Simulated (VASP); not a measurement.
# SrBeCl4 (P4/mmm) in VASP: single point with PBE

Aim: the single point of SrBeCl4 with PBE.

Program: VASP 6.6.1. These are calculated values, not measurements. Logs are shortened: lines on timing, memory, paths and dates and some standing lists are left out, and cuts for length are marked.

### Step 1. The cell of the first run

The structure is tetragonal, space group P4/mmm (No. 123). The conventional cell has a = 4.161 Å, b = 4.161 Å, c = 9.127 Å, α = 90.00°, β = 90.00°, γ = 90.00°. Sr (site symmetry 4/mmm) has 8 Cl at 3.32 Å and 4 Sr at 4.16 Å within 4.4 Å. Be (site symmetry 4/mmm) has 4 Cl at 2.08 Å within 2.8 Å. Cl (site symmetry 4mm) has 1 Be at 3.03 Å and 5 Cl at 3.06 to 3.68 Å and 4 Sr at 3.32 Å within 4.0 Å. Cl (site symmetry mmm) has 2 Be at 2.08 Å within 2.8 Å.

### Step 2. Single point, PBE

INCAR

```
PREC = Accurate
ENCUT = 520
EDIFF = 1E-6
ISMEAR = 0
SIGMA = 0.02
LREAL = False
LASPH = True
NELM = 60
ALGO = Normal
ISIF = 2
LWAVE = False
LCHARG = True
GGA = PE
LELF = True
LVHAR = True
NBANDS = 29
```

KPOINTS

```
Automatic mesh
0
Gamma
  8 8 4
```

POSCAR

```
SrBeCl4
1.0
    4.1613844298      0.0000000000      0.0000000000
    0.0000000000      4.1613844298      0.0000000000
    0.0000000000      0.0000000000      9.1267030801
Sr Be Cl
1 1 4
Direct
    0.5000000000      0.5000000000      0.5000000000
    0.0000000000      0.0000000000      0.0000000000
    0.0000000000      0.0000000000      0.6676969970
    0.5000000000      0.0000000000      0.0000000000
    0.0000000000      0.5000000000      0.0000000000
    0.0000000000      0.0000000000      0.3323030030
```

Potentials or basis: VASP PAW PBE potentials, release 64 (Sr_sv, Be, Cl).

On the command line:

```
> cat potpaw_PBE.64/Sr_sv/POTCAR potpaw_PBE.64/Be/POTCAR potpaw_PBE.64/Cl/POTCAR > POTCAR
> mpirun -np 1 vasp_std > vasp.out
```

OUTCAR:

```text
PREC = Accurate
   ENCUT = 520
   EDIFF = 1E-6
   ISMEAR = 0
   LREAL = False
   LASPH = True
   NELM = 60
   ISIF = 2
   GGA = PE

 ion  position               nearest neighbor table
   1  0.500  0.500  0.500-   3 3.32   6 3.32   3 3.32   6 3.32   3 3.32   6 3.32   3 3.32   6 3.32

   2  0.000  0.000  0.000-   4 2.08   5 2.08   5 2.08   4 2.08
   3  0.000  0.000  0.668-   1 3.32   1 3.32   1 3.32   1 3.32
   4  0.500  0.000  0.000-   2 2.08   2 2.08
   5  0.000  0.500  0.000-   2 2.08   2 2.08
   6  0.000  0.000  0.332-   1 3.32   1 3.32   1 3.32   1 3.32

  LATTYP: Found a simple tetragonal cell.
 ALAT       =     4.1613844298
 C/A-ratio  =     2.1931891259

  Lattice vectors:

 A1 = (   4.1613844298,   0.0000000000,   0.0000000000)
 A2 = (   0.0000000000,   4.1613844298,   0.0000000000)
 A3 = (   0.0000000000,   0.0000000000,   9.1267030801)

Analysis of symmetry for initial positions (statically):
=====================================================================
 Subroutine PRICEL returns:
 Original cell was already a primitive cell.

 Routine SETGRP: Setting up the symmetry group for a
 simple tetragonal supercell.

 Subroutine GETGRP returns: Found 16 space group operations
 (whereof 16 operations were pure point group operations)
 out of a pool of 16 trial point group operations.

The static configuration has the point symmetry D_4h.

Analysis of symmetry for dynamics (positions and initial velocities):
=====================================================================
 Subroutine PRICEL returns:
 Original cell was already a primitive cell.

 Routine SETGRP: Setting up the symmetry group for a
 simple tetragonal supercell.

 Subroutine GETGRP returns: Found 16 space group operations
 (whereof 16 operations were pure point group operations)
 out of a pool of 16 trial point group operations.

The dynamic configuration has the point symmetry D_4h.

 Subroutine INISYM returns: Found 16 space group operations
 (whereof 16 operations are pure point group operations),
 and found     1 'primitive' translations

----------------------------------------------------------------------------------------

                                     Primitive cell

[... 85 lines left out ...]
   ions per type =               1   1   4
   NGX,Y,Z   is equivalent  to a cutoff of  12.78, 12.78, 12.75 a.u.
   NGXF,Y,Z  is equivalent  to a cutoff of  25.57, 25.57, 25.50 a.u.
 SYSTEM =  unknown system
   PREC   = accura    normal or accurate (medium, high low for compatibility)
   ISTART =      0    job   : 0-new  1-cont  2-samecut
   ICHARG =      2    charge: 1-file 2-atom 10-const
   ISPIN  =      1    spin polarized calculation?
   LNONCOLLINEAR =      F non collinear calculations
   LSORBIT =      F    spin-orbit coupling
   LASPH  =      T    aspherical Exc in radial PAW
   ENCUT  =  520.0 eV  38.22 Ry    6.18 a.u.   7.74  7.74 16.97*2*pi/ulx,y,z
   NELM   =     60;   NELMIN=  2; NELMDL= -5     # of ELM steps
   EDIFF  = 0.1E-05   stopping-criterion for ELM
   LREAL  =      F    real-space projection
[... 7 lines left out ...]
   TEBEG  =    0.0;   TEEND  =   0.0 temperature during run
   PSTRESS=    0.0 pullay stress
   NELECT =      40.0000    total number of electrons
   NUPDOWN=      -1.0000    fix difference up-down
   EMIN   =  10.00;   EMAX   =-10.00  energy-range for DOS
   EFERMI =   0.00;   METHOD = LEGACY
   ISMEAR =     0;   SIGMA  =   0.02  broadening in eV -4-tet -1-fermi 0-gaus
   EFERMI_NEDOS =   21; number of points for ismear=-14 and -15
   IALGO  =     38    algorithm
   IMIX   =      4    mixing-type and parameters
     AMIX     =   0.40;   BMIX     =  1.00
     AMIX_MAG =   1.60;   BMIX_MAG =  1.00
  volume/ion in A,a.u.               =      26.34       177.76
  Fermi-wavevector in a.u.,A,eV,Ry     =   1.035535  1.956878 14.589985  1.072334
  Thomas-Fermi vector in A             =   2.169883
   LORBIT       =      0    0 simple, 1 ext, 2 COOP (PROOUT), +10 PAW based schemes
   GGA     = PE    functional components
   LHFCALC =     F    Hartree Fock is set to
   AEXX    =    0.0000 exact exchange contribution
   IVDW    =     0    specifies the selected vdW correction
   LEPSILON=     F    determine dielectric tensor
   LRPA    =     F    only Hartree local field effects (RPA)
 non-spin polarized calculation
 Gauss-broadening in eV      SIGMA  =   0.02
  energy-cutoff  :      520.00
  volume of cell :      158.05
 maximum number of plane-waves:      4280
 NGX is ok and might be reduce to    32
   NGX = 15   NGY = 15   NGZ = 33

 number of electron      39.9999997 magnetization

 Free energy of the ion-electron system (eV)
  ---------------------------------------------------
  ext. energy  EPLUGINS =         0.00000000
  ---------------------------------------------------
  free energy    TOTEN  =       -21.24068380 eV

  energy without entropy =      -21.24068380  energy(sigma->0) =      -21.24068380

 E-fermi :   2.6325     XC(G=0):  -8.0225

 val. band max:        2.4596319642   @ k =   0.5000   0.5000   0.2500
 cond. band min:       3.3818620663   @ k =   0.0000   0.0000   0.0000
 fundamental gap:      0.9222301022
 Fermi energy:         2.6324775579

 k-point     1 :       0.0000    0.0000    0.0000
  band No.  band energies     occupation
      1     -34.8366      2.00000
      2     -16.7797      2.00000
      3     -16.6974      2.00000
      4     -16.6974      2.00000
      5     -13.8463      2.00000
      6     -13.2627      2.00000
[... 757 lines left out ...]
     28       7.7847      0.00000
     29       8.3032      0.00000

 [... further k-points ...]
[... 5 lines left out ...]
  --------------------------------------------------------------------------------------
  -------------------------------------------------------------------------------------
  Total       -0.0495403     -0.0495403     -0.0257422      0.0000000     -0.0000000      0.0000000
  in kB       -0.5022029     -0.5022029     -0.2609556      0.0000000     -0.0000000      0.0000000
  external PRESSURE =      -0.4217871 kB  Pullay stress =       0.0000000 kB

 VOLUME and BASIS-vectors are now :
 -----------------------------------------------------------------------------
  energy-cutoff  :      520.00
  volume of cell :      158.05
      direct lattice vectors                 reciprocal lattice vectors
     4.161384430  0.000000000  0.000000000     0.240304643  0.000000000  0.000000000
     0.000000000  4.161384430  0.000000000     0.000000000  0.240304643  0.000000000
     0.000000000  0.000000000  9.126703080     0.000000000  0.000000000  0.109568591

 POSITION                                       TOTAL-FORCE (eV/Angst)
 -----------------------------------------------------------------------------------
      2.08069      2.08069      4.56335         0.000000      0.000000      0.000000
      0.00000      0.00000      0.00000         0.000000      0.000000      0.000000
      0.00000      0.00000      6.09387        -0.000000     -0.000000      0.006012
      2.08069      0.00000      0.00000         0.000000      0.000000      0.000000
      0.00000      2.08069      0.00000         0.000000      0.000000      0.000000
      0.00000      0.00000      3.03283         0.000000      0.000000     -0.006012
 -----------------------------------------------------------------------------------
    total drift:                                0.000000      0.000000     -0.000000

  FREE ENERGIE OF THE ION-ELECTRON SYSTEM (eV)
  ---------------------------------------------------
  free  energy   TOTEN  =       -21.2406837980 eV

  energy  without entropy=      -21.2406837980  energy(sigma->0) =      -21.24068380
```

Wall time 90 s (1 thread of AMD EPYC 9R45 (Zen 5), shared host); peak memory 0.33 GiB.

What came out:

```
Free energy            : -21.2407 eV
Pressure               : 0.0 GPa
Largest force          : 0.006 eV/Å
Band gap on the k mesh : 0.92 eV (least direct gap 2.26 eV)
```

Forces on the atoms (eV/Å):
```
Sr   0.000  0.000  0.000
Be   0.000  0.000  0.000
Cl   0.000  0.000  0.006
Cl   0.000  0.000  0.000
Cl   0.000  0.000  0.000
Cl   0.000  0.000 -0.006
```

A k mesh can miss the band edges.
